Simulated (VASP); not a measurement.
Wanted: the native input for a VASP 6.6.1 run.

```
Task                   : single point
Functional             : PBE
Potentials or basis    : VASP PAW PBE potentials, release 64 (Zn, In_d, O)
Cutoff                 : 600 eV
k mesh                 : 6 × 6 × 6
Occupations            : gaussian, width 0.1 eV
Spin                   : no spin polarisation
Dipole correction      : no
Further INCAR settings : ALGO = Normal; EDIFF = 1e-06; NBANDS = 22
```

The structure of ZnInO lies in POSCAR:

```
ZnInO
1.0
    4.3806688513     -0.0000000032      0.0000000000
   -2.1903344229      3.7937705123      0.0000000000
    0.0000000000      0.0000000000      3.2009020644
Zn In O
1 1 1
Direct
    0.6666666667      0.3333333333      0.5000000000
    0.0000000000      0.0000000000      0.5000000000
    0.3333333333      0.6666666667      0.0000000000
```

The cell was built from a structure type or drawn by symmetry, and may not be a known phase.

The input as run:

INCAR

```
SYSTEM = ZnInO
PREC = Accurate ; ENCUT = 600
EDIFF = 1E-6 ; ISMEAR = 0
SIGMA = 0.1 ; LREAL = .False.
LASPH = .True. ; NELM = 120
ALGO = Normal ; ISIF = 2
LWAVE = .False. ; LCHARG = .False.
GGA = PE ; NBANDS = 22
GGA_COMPAT = .False.
```

KPOINTS

```
Automatic mesh
0
Gamma
  6 6 6
  0 0 0
```

Potentials or basis: VASP PAW PBE potentials, release 64 (Zn, In_d, O).

Launch:

```console
$ cat potpaw_PBE.64/Zn/POTCAR potpaw_PBE.64/In_d/POTCAR potpaw_PBE.64/O/POTCAR > POTCAR
$ mpirun -np 1 vasp_std > vasp.out
```

Results of the run:

- Pressure: 0.1 GPa
- Band gap on the k mesh: zero (an odd number of electrons rules out a gap without spin polarisation)

Caveat: spin-orbit coupling is left out, which moves the levels of the heavy elements; an odd number of electrons without spin polarisation forces a metal; a magnetic or distorted state may lie lower.

It took 30 s on 1 thread of Intel(R) Xeon(R) Platinum 8488C (Sapphire Rapids) (shared host), peak memory 0.2 GiB.
